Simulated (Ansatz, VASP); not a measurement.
# One calculation of AlGa2As3, two programs

INCAR

```
  ALGO = Normal
  EDIFF = 1E-7
  ENCUT = 520
  GGA = PE
  ISIF = 2
  ISMEAR = 0
  LASPH = T
  LCHARG = F
  LREAL = F
  LWAVE = F
  NBANDS = 31
  NELM = 100
  PREC = Accurate
  SIGMA = 0.1
```

File KPOINTS:

```
k-points
0
Gamma
  6 6 2
```

POSCAR

```
AlGa2As3
1.0
    3.8843796000      0.0000000000      0.0000000000
   -1.9421898000      3.3639714100      0.0000000000
    0.0000000000      0.0000000000      9.5147479900
Al Ga As
1 2 3
Direct
    0.3333333300      0.6666666700      0.6666666700
    0.0000000000      0.0000000000      0.0000000000
    0.6666666700      0.3333333300      0.3333333300
    0.6666666700      0.3333333300      0.0833333300
    0.3333333300      0.6666666700      0.4166666700
    0.0000000000      0.0000000000      0.7500000000
```

Input for Ansatz:

```yaml
crystal:
  lattice:
    - [3.8843796, 0.0, 0.0]
    - [-1.9421898, 3.36397141, 0.0]
    - [0.0, 0.0, 9.51474799]
  atoms:
    - { symbol: Al, position: [0.33333333, 0.66666667, 0.66666667] }
    - { symbol: Ga, position: [0.0, 0.0, 0.0] }
    - { symbol: Ga, position: [0.66666667, 0.33333333, 0.33333333] }
    - { symbol: As, position: [0.66666667, 0.33333333, 0.08333333] }
    - { symbol: As, position: [0.33333333, 0.66666667, 0.41666667] }
    - { symbol: As, position: [0.0, 0.0, 0.75] }
basis:
  ecutwfc: 420
kpoints:
  mp_grid: { grid: [6, 6, 2] }
hamiltonian:
  xc: pbe
scf:
  occupations: { method: gaussian, width: 0.1 }
  lower_state_search: "off"
output:
  forces: true
  stress: true
  eigenvalues: true
```

Alike in both runs: task single point; functional PBE; k mesh 6 × 6 × 2; occupations gaussian, width 0.1 eV; no spin polarisation.

|  | VASP | Ansatz |
| --- | --- | --- |
| version | VASP 6.6.1 | Ansatz 0.2.0 |
| potentials or method | VASP PAW PBE potentials, release 64 (Al, Ga_d, As), cutoff 520 eV | scalar-relativistic, plane waves, PAW |
| valence electrons in the cell | 44 | 74 |

```tsv
	VASP	Ansatz	Ansatz less VASP
gap on the k mesh at the Fermi level (eV)	1.23	1.24	+0.010
least direct gap on the mesh (eV)	1.41	1.41	-0.004
pressure (GPa)	11.4	11.2	-0.26
traceless stress, the component that is largest in VASP (GPa)	-0.15	-0.15	+0.001
rms of the force components (eV/Å)	0.036	0.035	-0.0004
```

Atom by atom the forces differ by 0.001 eV/Å (rms over components). The functional is the same, so the differences come from potentials, cutoffs and numerics. VASP's potentials hold 44 valence electrons a cell and Ansatz's 74, so a difference there can come from the potentials and not from the codes.
